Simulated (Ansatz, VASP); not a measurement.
**Al2Au: VASP beside Ansatz**

```
Al Au
1.0
     0.00000    3.00111    3.00111
     3.00111    0.00000    3.00111
     3.00111    3.00111    0.00000
Al Au
2 1
Direct
  0.25000 0.25000 0.25000
  0.75000 0.75000 0.75000
  0.00000 0.00000 0.00000
```

Alike in both runs: task single point; functional HSE06; k mesh 6 × 6 × 6; occupations gaussian, width 0.1 eV; no spin polarisation.

|  | VASP | Ansatz |
| --- | --- | --- |
| version | VASP 6.6.1 | Ansatz 0.2.0 |
| potentials or method | VASP PAW PBE potentials, release 64 (Al, Au), cutoff 520 eV | scalar-relativistic, plane waves, PAW |
| valence electrons in the cell | 17 | 25 |

```csv
,VASP,Ansatz,Ansatz less VASP
gap on the k mesh at the Fermi level (eV),none,none,-
pressure (GPa),0.7,0.8,+0.12
```

A gap of «none» marks a metal or a gap that the smearing closes. The functional is the same, so the differences come from potentials, cutoffs and numerics. VASP's potentials hold 17 valence electrons a cell and Ansatz's 25, so a difference there can come from the potentials and not from the codes. Ansatz's warnings: filled band counts differ across k points, stress exchange threshold loose, stress scf threshold loose.

Neither program's run includes spin-orbit coupling.
